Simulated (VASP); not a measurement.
# Pt (P6/mmm) in VASP: notebook, part 3 of 3

VASP 6.6.1. The steps go on from the part before.

### 6 Single point, PBEsol

INCAR reads:

```
PREC = Accurate
ENCUT = 520
EDIFF = 1E-6
ISMEAR = -1
SIGMA = 0.1
LREAL = F
LASPH = T
NELM = 100
ALGO = Normal
ISIF = 2
LWAVE = F
LCHARG = F
GGA = PS
NBANDS = 22
```

KPOINTS reads:

```
regular mesh
0
Gamma
  11 11 15
```

POSCAR reads:

```
Pt
1.0
    4.4734090669      0.0000000000      0.0000000000
   -2.2367045335      3.8740858935      0.0000000000
    0.0000000000      0.0000000000      2.6667689562
Pt
3
Direct
    1.0000000000      0.0000000000      0.0000000000
    0.3333333333      0.6666666667      0.5000000000
    0.6666666667      0.3333333333      0.5000000000
```

Potentials or basis: VASP PAW PBE potentials, release 64 (Pt).

The run is started by

```console
cat potpaw_PBE.64/Pt/POTCAR > POTCAR
mpirun -np 1 vasp_std > vasp.out
```

OUTCAR:

```text
PREC = Accurate
   ENCUT = 520
   EDIFF = 1E-6
   ISMEAR = -1
   LREAL = F
   LASPH = T
   NELM = 100
   ISIF = 2
   GGA = PS

 ion  position               nearest neighbor table
   1  0.000  0.000  0.000-   2 2.91   3 2.91   2 2.91   3 2.91   3 2.91   3 2.91   2 2.91   2 2.91
                             3 2.91   3 2.91   2 2.91   2 2.91
   2  0.333  0.667  0.500-   3 2.58   3 2.58   3 2.58   1 2.91   1 2.91   1 2.91   1 2.91   1 2.91
                             1 2.91
   3  0.667  0.333  0.500-   2 2.58   2 2.58   2 2.58   1 2.91   1 2.91   1 2.91   1 2.91   1 2.91
                             1 2.91

  LATTYP: Found a hexagonal cell.
 ALAT       =     4.4734090669
 C/A-ratio  =     0.5961379602

  Lattice vectors:

 A1 = (   4.4734090669,   0.0000000000,   0.0000000000)
 A2 = (  -2.2367045335,   3.8740858935,   0.0000000000)
 A3 = (   0.0000000000,   0.0000000000,   2.6667689562)

Analysis of symmetry for initial positions (statically):
=====================================================================
 Subroutine PRICEL returns:
 Original cell was already a primitive cell.

 Routine SETGRP: Setting up the symmetry group for a
 hexagonal supercell.

 Subroutine GETGRP returns: Found 24 space group operations
 (whereof 24 operations were pure point group operations)
 out of a pool of 24 trial point group operations.

The static configuration has the point symmetry D_6h.

Analysis of symmetry for dynamics (positions and initial velocities):
=====================================================================
 Subroutine PRICEL returns:
 Original cell was already a primitive cell.

 Routine SETGRP: Setting up the symmetry group for a
 hexagonal supercell.

 Subroutine GETGRP returns: Found 24 space group operations
 (whereof 24 operations were pure point group operations)
 out of a pool of 24 trial point group operations.

[... 116 lines left out ...]
   EFERMI =   0.00;   METHOD = LEGACY
   ISMEAR =    -1;   SIGMA  =   0.10  broadening in eV -4-tet -1-fermi 0-gaus
   EFERMI_NEDOS =   21; number of points for ismear=-14 and -15
   IALGO  =     38    algorithm
   IMIX   =      4    mixing-type and parameters
     AMIX     =   0.40;   BMIX     =  1.00
     AMIX_MAG =   1.60;   BMIX_MAG =  1.00
  volume/ion in A,a.u.               =      15.41       103.96
  Fermi-wavevector in a.u.,A,eV,Ry     =   1.417482  2.678652 27.337570  2.009255
  Thomas-Fermi vector in A             =   2.538707
   LORBIT       =      0    0 simple, 1 ext, 2 COOP (PROOUT), +10 PAW based schemes
   GGA     = PS    functional components
   LHFCALC =     F    Hartree Fock is set to
   AEXX    =    0.0000 exact exchange contribution
   IVDW    =     0    specifies the selected vdW correction
   LEPSILON=     F    determine dielectric tensor
   LRPA    =     F    only Hartree local field effects (RPA)
 non-spin polarized calculation
  energy-cutoff  :      520.00
  volume of cell :       46.22
 maximum number of plane-waves:      1264
 NGX is ok and might be reduce to    36
   NGX = 17   NGY = 17   NGZ =  9

 number of electron      30.0000001 magnetization

 Free energy of the ion-electron system (eV)
  ---------------------------------------------------
  ext. energy  EPLUGINS =         0.00000000
  ---------------------------------------------------
  free energy    TOTEN  =       -20.48705716 eV

  energy without entropy =      -20.32748109  energy(sigma->0) =      -20.40726912

 E-fermi :  10.6375     XC(G=0): -13.4880

 val. band max:       10.6368856362   @ k =   0.0909   0.0909   0.0000
 cond. band min:      10.6392656394   @ k =   0.3636   0.0909   0.0667
 fundamental gap:      0.0023800032
 Fermi energy:        10.6374821744

 k-point     1 :       0.0000    0.0000    0.0000
  band No.  band energies     occupation
      1       0.6405      2.00000
      2       4.0258      2.00000
      3       5.6477      2.00000
      4       6.3595      2.00000
      5       6.3595      2.00000
      6       6.3861      2.00000
[... 589 lines left out ...]
     21      22.1340      0.00000
     22      22.3630      0.00000

 [... further k-points ...]

------------------------ aborting loop because EDIFF is reached ----------------------------------------

  FORCE on cell =-STRESS in cart. coord.  units (eV):
  Direction    XX          YY          ZZ          XY          YZ          ZX
  --------------------------------------------------------------------------------------
  -------------------------------------------------------------------------------------
  Total       -0.1586373     -0.1586373     -0.0536990      0.0000000      0.0000000     -0.0000000
  in kB       -5.4994936     -5.4994936     -1.8615895      0.0000000      0.0000000     -0.0000000
  external PRESSURE =      -4.2868589 kB  Pullay stress =       0.0000000 kB

 VOLUME and BASIS-vectors are now :
 -----------------------------------------------------------------------------
  energy-cutoff  :      520.00
  volume of cell :       46.22
      direct lattice vectors                 reciprocal lattice vectors
     4.473409067  0.000000000  0.000000000     0.223543160  0.129062704  0.000000000
    -2.236704534  3.874085894  0.000000000     0.000000000  0.258125408  0.000000000
     0.000000000  0.000000000  2.666768956     0.000000000  0.000000000  0.374985616

 POSITION                                       TOTAL-FORCE (eV/Angst)
 -----------------------------------------------------------------------------------
      0.00000      0.00000      0.00000         0.000000      0.000000      0.000000
     -0.00000      2.58272      1.33338         0.000000      0.000000     -0.000000
      2.23670      1.29136      1.33338        -0.000000     -0.000000      0.000000
 -----------------------------------------------------------------------------------
    total drift:                                0.000000      0.000000     -0.000000

  FREE ENERGIE OF THE ION-ELECTRON SYSTEM (eV)
  ---------------------------------------------------
  free  energy   TOTEN  =       -20.4870571582 eV

  energy  without entropy=      -20.3274810852  energy(sigma->0) =      -20.40726912
```

OSZICAR:

```text
N       E                     dE             d eps       ncg     rms          rms(c)
DAV:   1     0.172613872223E+03    0.17261E+03   -0.15181E+04  5672   0.130E+03
DAV:   2    -0.174647898626E+02   -0.19008E+03   -0.17775E+03  6256   0.289E+02
DAV:   3    -0.217772505426E+02   -0.43125E+01   -0.42448E+01  6448   0.433E+01
DAV:   4    -0.218078814663E+02   -0.30631E-01   -0.30591E-01  6502   0.383E+00
DAV:   5    -0.218081958717E+02   -0.31441E-03   -0.31440E-03  6544   0.423E-01    0.221E+01
DAV:   6    -0.206326787093E+02    0.11755E+01   -0.22630E+00  6166   0.116E+01    0.115E+01
DAV:   7    -0.206311712329E+02    0.15075E-02   -0.11638E+00  6388   0.843E+00    0.552E+00
DAV:   8    -0.204965978297E+02    0.13457E+00   -0.58664E-01  6046   0.716E+00    0.303E+00
DAV:   9    -0.204877694264E+02    0.88284E-02   -0.27107E-02  6244   0.131E+00    0.556E-01
DAV:  10    -0.204870540820E+02    0.71534E-03   -0.22832E-03  6388   0.399E-01    0.621E-02
DAV:  11    -0.204870579287E+02   -0.38467E-05   -0.82086E-05  6412   0.818E-02    0.524E-02
DAV:  12    -0.204870577156E+02    0.21307E-06   -0.13351E-05  6538   0.331E-02    0.135E-02
DAV:  13    -0.204870571582E+02    0.55737E-06   -0.73691E-07  3620   0.788E-03
   1 F= -.20487057E+02 E0= -.20407269E+02  d E =-.159576E+00
```

stdout:

```text
POSCAR found type information on POSCAR Pt
 POSCAR found :  1 types and       3 ions
 scaLAPACK will be used
 -----------------------------------------------------------------------------
|                                                                             |
|                                                                             |
|     You enforced a specific xc type in the INCAR file but a different       |
|     I HOPE YOU KNOW WHAT YOU ARE DOING!                                     |
|                                                                             |
 -----------------------------------------------------------------------------

 LDA part: xc-table for (Slater+PW92), standard interpolation
 POSCAR, INCAR and KPOINTS ok, starting setup
 FFT: planning ... GRIDC
 FFT: planning ... GRID_SOFT
 FFT: planning ... GRID
 WAVECAR not read
 entering main loop
```

Run time: 2.6 min. Hardware: 1 thread of Intel Xeon 8259CL, shared host; peak memory 0.24 GiB.

What came out:

| Item | Value |
| --- | --- |
| Free energy | -20.4871 eV |
| Pressure | -0.4 GPa |
| Band gap on the k mesh | zero (bands 15 and 16 overlap by 1.38 eV) |

Caveat: the PAW data sets were made with another functional, which shifts forces and pressure a little; spin-orbit coupling is left out, which moves the levels of the heavy elements.

### 7 Relaxation of cell and atoms, PBEsol

This run uses another cell than the first one, of 15.09 Å³/atom.

INCAR reads:

```
SYSTEM = Pt
PREC = Accurate ; ENCUT = 600
EDIFF = 1E-6 ; ISMEAR = -1
SIGMA = 0.1 ; LREAL = .False.
LASPH = .True. ; NELM = 60
ALGO = Normal ; ISIF = 3
LWAVE = .False. ; LCHARG = .False.
GGA = PS ; IBRION = 2
NSW = 80 ; EDIFFG = -0.01
```

KPOINTS reads:

```
regular mesh
0
Gamma
  8 8 12
  0 0 0
```

POSCAR reads:

```
Pt
1.0
    4.4020276304      0.0000000000      0.0000000000
   -2.2010138152      3.8122677561      0.0000000000
    0.0000000000      0.0000000000      2.6984429374
Pt
3
Direct
    0.0000000000      0.0000000000      0.0000000000
    0.3333333333      0.6666666667      0.5000000000
    0.6666666667      0.3333333333      0.5000000000
```

The run is started by

```console
cat potpaw_PBE.64/Pt/POTCAR > POTCAR
mpirun -np 1 vasp_std > vasp.out
```

It took 6.5 min on 1 thread of Intel Xeon 8259CL, shared host; peak memory 0.23 GiB.

It converged, with:

| Property | Result |
| --- | --- |
| Free energy | -20.4937 eV |
| Relaxed volume | 15.38 Å³/atom |
| Relaxed cell | a = 4.471 Å, b = 4.471 Å, c = 2.665 Å, α = 90.00°, β = 90.00°, γ = 120.00° |
| Space group after relaxing (to 0.1 Å) | P6/mmm (No. 191) |
| Energy gained by relaxing | 14.6 meV/atom |
| Ionic steps | 8 |
| Pressure after relaxing | 0.0 GPa |
| Band gap on the k mesh | zero (bands 15 and 16 overlap by 1.46 eV) |

Stress tensor (GPa, compression positive):
```
0.01 0.00 0.00
0.00 0.01 0.00
0.00 0.00 0.09
```

The path:
```
step  energy change (eV)  largest force (eV/Å)  pressure (GPa)  volume (Å³)
   1              0.0000                0.0000            5.83        45.28
   2              0.0961                0.0000          -13.45        48.94
   3             -0.0370                0.0000           -1.95        46.50
   4             -0.0367                0.0000            1.60        45.90
   5             -0.0437                0.0000           -0.27        46.20
   6             -0.0437                0.0000           -0.24        46.19
   7             -0.0436                0.0000            0.42        46.08
   8             -0.0437                0.0000            0.04        46.15
```

Final structure:
```yaml
crystal:
  lattice:
    - [4.47134, 0.00000, 0.00000]
    - [-2.23567, 3.87229, 0.00000]
    - [0.00000, 0.00000, 2.66537]
  atoms:
    - { symbol: Pt, position: [0.00000, 0.00000, 0.00000] }
    - { symbol: Pt, position: [0.33333, 0.66667, 0.50000] }
    - { symbol: Pt, position: [0.66667, 0.33333, 0.50000] }
```

Levels at points of the mesh, in eV from the Fermi level:
```
           k point  band 11  band 12  band 13  band 14  band 15  band 16  band 17  band 18  band 19
(0.00, 0.00, 0.00)    -2.03    -2.03    -1.91    -1.91     0.36     0.36     5.04     6.02     7.38
(0.50, 0.00, 0.00)    -1.72    -0.99    -0.34    -0.34    -0.31    -0.27    -0.16     0.38     6.03
(0.00, 0.00, 0.50)    -0.56    -0.56    -0.17    -0.17     1.19     2.38     2.80     7.87     8.58
(0.50, 0.00, 0.50)    -1.93    -0.97    -0.45     0.13     0.74     1.93     2.80     5.66     5.69
```

Caveat: the PAW data sets were made with another functional, which shifts forces and pressure a little; spin-orbit coupling is left out, which moves the levels of the heavy elements.

### 8 The runs side by side

```tsv
task	cell	k mesh	cutoff (eV)	gap on the mesh (eV)	pressure (GPa)
single point	a = 4.473, b = 4.473, c = 2.667 Å, angles 90.0, 90.0, 120.0°, 3 atoms	9 × 9 × 13	520	none	-0.4
single point	a = 4.532, b = 4.532, c = 2.702 Å, angles 90.0, 90.0, 120.0°, 3 atoms	9 × 9 × 13	520	none	-9.9
single point	a = 4.590, b = 4.590, c = 2.736 Å, angles 90.0, 90.0, 120.0°, 3 atoms	9 × 9 × 13	520	none	-17.3
single point	a = 4.646, b = 4.646, c = 2.769 Å, angles 90.0, 90.0, 120.0°, 3 atoms	9 × 9 × 13	520	none	-22.9
single point	a = 4.473, b = 4.473, c = 2.667 Å, angles 90.0, 90.0, 120.0°, 3 atoms	11 × 11 × 15	520	none	-0.4
relaxation of cell and atoms	relaxed from a = 4.402, b = 4.402, c = 2.698 Å, angles 90.0, 90.0, 120.0°, 3 atoms	8 × 8 × 12	600	none	0.0
```

Alike in all rows: level PBEsol; potentials or basis VASP PAW PBE potentials, release 64 (Pt); no spin polarisation; smearing fermi-dirac 0.1 eV.

Caveats: the PAW data sets were made with another functional, which shifts forces and pressure a little; spin-orbit coupling is left out, which moves the levels of the heavy elements; the cell stands under tension (at least some runs).

Absolute energies hang on the potentials; compare differences alone.
